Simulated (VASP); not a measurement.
Set up this calculation in VASP 6.6.1, as the native input.

* Task: single point
* Functional: r2SCAN
* Potentials or basis: VASP PAW PBE potentials, release 64 (Pb_d, O_h)
* Cutoff: 1480 eV
* k mesh: 6 × 6 × 6
* Occupations: gaussian, width 0.1 eV
* Spin: no spin polarisation
* Dipole correction: no
* Further INCAR settings: ALGO = Normal; EDIFF = 1e-06; NBANDS = 20

The system is PbO2.

```
CELL_PARAMETERS angstrom
0.00000 2.57000 2.57000
2.57000 0.00000 2.57000
2.57000 2.57000 0.00000
ATOMIC_POSITIONS crystal
Pb 0.00000 0.00000 0.00000
O 0.25000 0.25000 0.25000
O 0.75000 0.75000 0.75000
```

One way to write it, as run:

POSCAR

```
PbO2
1.0
    0.0000000000      2.5700000000      2.5700000000
    2.5700000000      0.0000000000      2.5700000000
    2.5700000000      2.5700000000      0.0000000000
Pb O
1 2
Direct
    0.0000000000      0.0000000000      0.0000000000
    0.2500000000      0.2500000000      0.2500000000
    0.7500000000      0.7500000000      0.7500000000
```

INCAR.step1

```
SYSTEM = PbO2
ALGO = Normal ; EDIFF = 1E-5
ENCUT = 1480 ; GGA = PE
GGA_COMPAT = .FALSE. ; ISMEAR = 0
LASPH = .TRUE. ; LCHARG = .FALSE.
LREAL = .FALSE. ; LWAVE = .TRUE.
NBANDS = 20 ; NELM = 120
PREC = Accurate ; SIGMA = 0.1
```

INCAR.step2

```
SYSTEM = PbO2
ALGO = Normal ; EDIFF = 1E-6
ENCUT = 1480 ; GGA_COMPAT = .FALSE.
ISIF = 2 ; ISMEAR = 0
ISTART = 1 ; LASPH = .TRUE.
LCHARG = .FALSE. ; LMIXTAU = .TRUE.
LREAL = .FALSE. ; LWAVE = .FALSE.
METAGGA = R2SCAN ; NBANDS = 20
NELM = 120 ; PREC = Accurate
SIGMA = 0.1
```

KPOINTS

```
k-points
0
G
  6 6 6
  0 0 0
```

Potentials or basis: VASP PAW PBE potentials, release 64 (Pb_d, O_h).

Run with:

```console
$ cat potpaw_PBE.64/Pb_d/POTCAR potpaw_PBE.64/O_h/POTCAR > POTCAR
$ cp INCAR.step1 INCAR
$ mpirun -np 1 vasp_std > vasp.out
$ cp INCAR.step2 INCAR
$ mpirun -np 1 vasp_std > vasp.out
```

Results of the run:

- Pressure: 22.9 GPa
- Band gap on the k mesh: zero (bands 13 and 14 overlap by 1.15 eV)

Caveat: the cell stands under pressure; the PAW data sets were made with another functional, which shifts forces and pressure a little; spin-orbit coupling is left out, which moves the levels of the heavy elements.

Wall time 93 s on 1 thread of Intel(R) Xeon(R) 6975P-C (Granite Rapids), with other jobs on the host, peak memory 0.39 GiB.
